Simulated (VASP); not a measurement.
Wanted: the native input for a VASP 6.6.1 run.

- Task: single point
- Functional: PBE
- Potentials or basis: VASP PAW PBE potentials, release 64 (P, C)
- Cutoff: 600 eV
- k mesh: 6 × 6 × 6
- Occupations: gaussian, width 0.2 eV
- Spin: no spin polarisation
- Dipole correction: no
- Further INCAR settings: ALGO = Normal; EDIFF = 1e-06; NBANDS = 12

The structure of PC lies in POSCAR:

```
PC
1.0
    2.6738015470      0.0000000000      0.0000000000
    0.0000000000      2.6738015470      0.0000000000
    0.0000000000      0.0000000000      2.6738015470
P C
1 1
Direct
    0.0000000000      0.0000000000      0.0000000000
    0.5000000000      0.5000000000      0.5000000000
```

One way to write it, as run:

INCAR

```
PREC = Accurate
ENCUT = 600
EDIFF = 1E-6
ISMEAR = 0
SIGMA = 0.2
LREAL = False
LASPH = True
NELM = 120
ALGO = Normal
ISIF = 2
LWAVE = False
LCHARG = False
GGA = PE
NBANDS = 12
GGA_COMPAT = False
```

KPOINTS

```
regular mesh
0
Gamma
  6 6 6
```

Potentials or basis: VASP PAW PBE potentials, release 64 (P, C).

Launch:

```sh
$ cat potpaw_PBE.64/P/POTCAR potpaw_PBE.64/C/POTCAR > POTCAR
$ mpirun -np 1 vasp_std > vasp.out
```

It gave:

- Pressure: -0.3 GPa

Caveat: the k points lie up to 0.39 Å⁻¹ apart.

Run time: 6.6 s on 1 thread of AMD EPYC 7R43 64-Core Processor (Zen 3), with other jobs on the host, peak memory 0.1 GiB.
